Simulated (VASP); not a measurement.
Write the native input for VASP 6.6.1 that does the following.

```
Task                   : single point
Functional             : PBE
Potentials or basis    : VASP PAW PBE potentials, release 64 (W_sv)
Cutoff                 : 500 eV
k mesh                 : 11 × 11 × 11
Occupations            : gaussian, width 0.05 eV
Spin                   : no spin polarisation
Dipole correction      : no
Further INCAR settings : ALGO = Normal; EDIFF = 1e-06; NBANDS = 13
```

The structure of W lies in POSCAR:

```
W
1.0
    0.0000000000      2.0071844842      2.0071844842
    2.0071844842      0.0000000000      2.0071844842
    2.0071844842      2.0071844842      0.0000000000
W
1
Direct
    0.0000000000      0.0000000000      0.0000000000
```

This isn't the form of W at room conditions, which is bcc.

The input as run:

INCAR

```
SYSTEM = W
ALGO = Normal
EDIFF = 1E-6
ENCUT = 500
GGA = PE
GGA_COMPAT = .FALSE.
ISIF = 2
ISMEAR = 0
LASPH = .TRUE.
LCHARG = .FALSE.
LREAL = .FALSE.
LWAVE = .FALSE.
NBANDS = 13
NELM = 120
PREC = Accurate
SIGMA = 0.05
```

KPOINTS

```
k-points
0
G
  11 11 11
  0 0 0
```

Potentials or basis: VASP PAW PBE potentials, release 64 (W_sv).

The run is started by

```sh
$ cat potpaw_PBE.64/W_sv/POTCAR > POTCAR
$ mpirun -np 1 vasp_std > vasp.out
```

Results of the run:

* Pressure: 5.5 GPa
* Band gap on the k mesh: zero (bands 7 and 8 overlap by 3.32 eV)

Caveat: the cell stands under pressure; spin-orbit coupling is left out, which moves the levels of the heavy elements.

Run time: 6.9 s on 1 thread of Intel(R) Xeon(R) Platinum 8375C CPU @ 2.90GHz (Ice Lake), with other jobs on the host, peak memory 0.14 GiB.
